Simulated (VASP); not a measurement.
**GaN: single point with PBEsol**

The system is GaN.

```
Ga N
1.0
     3.11381    0.00000    0.00000
     0.00000    4.98339    0.00000
     1.55691    0.00000    2.85994
Ga N
2 2
Direct
  0.33333 0.00081 0.33333
  0.66667 0.50081 0.66667
  0.33333 0.62419 0.33333
  0.66667 0.12419 0.66667
```

```
Program                : VASP 6.6.1
Task                   : single point
Functional             : PBEsol
Potentials or basis    : VASP PAW PBE potentials, release 64 (Ga_d, N)
Cutoff                 : 520 eV
k mesh                 : 10 × 6 × 10
Occupations            : gaussian, width 0.02 eV
Spin                   : no spin polarisation
Dipole correction      : no
Further INCAR settings : ALGO = Normal; EDIFF = 1e-06; NBANDS = 26
```

The pressure is 5.8 GPa. The largest force is 0.784 eV/Å and the band gap on the k mesh is 1.96 eV, direct.

Forces in eV/Å, atoms in the order of the input:
```
Ga   0.000  0.614 -0.400
Ga   0.000  0.614  0.400
N    0.000 -0.614 -0.488
N    0.000 -0.614  0.488
```

Stress tensor (GPa, compression positive):
```
 8.09  0.00  0.00
 0.00 18.91  0.00
 0.00  0.00 -9.71
```

Levels at points of the mesh, in eV from the valence-band top:
| k point | band 16 | band 17 | band 18 | band 19 | band 20 | band 21 |
| --- | --- | --- | --- | --- | --- | --- |
| (0.00, 0.00, 0.00) | -0.28 | -0.06 | 0.00 | 1.96 | 3.74 | 9.03 |
| (0.50, 0.00, 0.00) | -3.36 | -2.46 | -1.19 | 4.28 | 5.37 | 6.28 |
| (0.00, 0.50, 0.00) | -0.92 | -0.64 | -0.64 | 4.03 | 4.03 | 8.62 |
| (0.50, 0.50, 0.00) | -2.38 | -1.86 | -1.86 | 4.20 | 4.20 | 7.88 |
| (0.00, 0.00, 0.50) | -2.76 | -2.43 | -0.77 | 5.30 | 6.03 | 6.07 |
| (0.00, 0.50, 0.50) | -1.96 | -1.85 | -1.85 | 4.64 | 4.64 | 8.00 |

Run time: 44 s on 1 thread of Intel(R) Xeon(R) 6975P-C (Granite Rapids) (shared host), peak memory 0.24 GiB.

Caveat: the PAW data sets were made with another functional, which shifts forces and pressure a little. A hybrid or GW would open this gap; PBEsol tends to underestimate it.
